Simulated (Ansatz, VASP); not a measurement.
One calculation of Ni, two programs

```
Ni
1.0
     0.00000    1.76194    1.76194
     1.76194    0.00000    1.76194
     1.76194    1.76194    0.00000
Ni
1
Direct
  0.00000 0.00000 0.00000
```

Alike in both runs: task relaxation of cell and atoms; functional PBE; dispersion D3(BJ); k mesh 20 × 20 × 20; occupations gaussian, width 0.1 eV; collinear spin.

|  | VASP | Ansatz |
| --- | --- | --- |
| version | VASP 6.6.1 | Ansatz 0.2.0 |
| potentials or method | VASP PAW PBE potentials, release 64 (Ni), cutoff 600 eV | scalar-relativistic, plane waves, PAW |
| valence electrons in the cell | 10 | 18 |

|  | VASP | Ansatz | Ansatz less VASP |
| --- | --- | --- | --- |
| gap on the k mesh at the Fermi level, each at its own relaxed structure (eV) | none | none | - |
| net moment per atom (μB) | 0.62 | 0.63 | +0.010 |
| size of the moment on the site where the two differ most (μB) | 0.63 | 0.67 | +0.039 |
| relaxed volume (Å³/atom) | 10.51 | 10.52 | +0.013 |
| relaxed length of the cell vector where the two differ most in proportion (Å) | 2.458 | 2.459 | +0.0010 |

Site moments also hang on the region over which each program counts them. A gap of «none» marks a metal or a gap that the smearing closes. VASP's potentials hold 10 valence electrons a cell and Ansatz's 18, so a difference there can come from the potentials and not from the codes.
